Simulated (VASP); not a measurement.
Input of a VASP 6.6.1 run:

INCAR

```
SYSTEM = RbHg
PREC = Accurate
ENCUT = 600
EDIFF = 1E-6
ISMEAR = 0
SIGMA = 0.1
LREAL = .False.
LASPH = .True.
NELM = 100
ALGO = Fast
ISIF = 3
LWAVE = .False.
LCHARG = .False.
GGA = PE
IBRION = 2
NSW = 100
EDIFFG = -0.01
```

File KPOINTS:

```
regular mesh
0
Gamma
  10 10 10
  0 0 0
```

POSCAR

```
RbHg
1.0
    0.0000000000      4.4122606802      4.4122606802
    4.4122606802      0.0000000000      4.4122606802
    4.4122606802      4.4122606802      0.0000000000
Rb Hg
2 2
Direct
    0.5000000000      0.5000000000      0.5000000000
    0.7500000000      0.7500000000      0.7500000000
    0.0000000000      0.0000000000      0.0000000000
    0.2500000000      0.2500000000      0.2500000000
```

Potentials or basis: VASP PAW PBE potentials, release 64 (Rb_sv, Hg).

Command:

```bash
$ cat potpaw_PBE.64/Rb_sv/POTCAR potpaw_PBE.64/Hg/POTCAR > POTCAR
$ mpirun -np 1 vasp_std > vasp.out
```

(1) Predict the band gap on the k mesh.

(2) Estimate the space group after relaxing (to 0.1 Å).

(3) Estimate the relaxed volume.

Results:

(1) zero (bands 21 and 22 overlap by 1.38 eV).

(2) Fd-3m (No. 227).

(3) 43.21 Å³/atom.

Caveat: spin-orbit coupling is left out, which moves the levels of the heavy elements.
